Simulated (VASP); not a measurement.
F, 2 atoms in the cell. Symmetry: Fd-3m, No. 227, cubic system. The conventional cell has a = 4.923 Å, b = 4.923 Å, c = 4.923 Å, α = 90.00°, β = 90.00°, γ = 90.00°. F (site symmetry -43m) has 4 F at 2.13 Å within 2.8 Å. 

* Program: VASP 6.6.1
* Task: single point
* Functional: PBE
* Potentials or basis: VASP PAW PBE potentials, release 64 (F)
* Cutoff: 600 eV
* k mesh: 13 × 13 × 13
* Occupations: fermi-dirac, width 0.08 eV
* Spin: no spin polarisation
* Dipole correction: no
* Further INCAR settings: ALGO = Normal; EDIFF = 1e-06; NBANDS = 14

Potentials or basis: VASP PAW PBE potentials, release 64 (F).

Run with:

```console
$ cat potpaw_PBE.64/F/POTCAR > POTCAR
$ mpirun -np 1 vasp_std > vasp.out
```

Hardware: 1 thread of Intel Xeon 8259CL, with other jobs on the host.

Problem. Estimate the wall time of this run.

Solution. Run time: 46 s on 1 thread of Intel Xeon 8259CL (shared host), peak memory 0.16 GiB. Counts: scf iterations 9, k points 84.
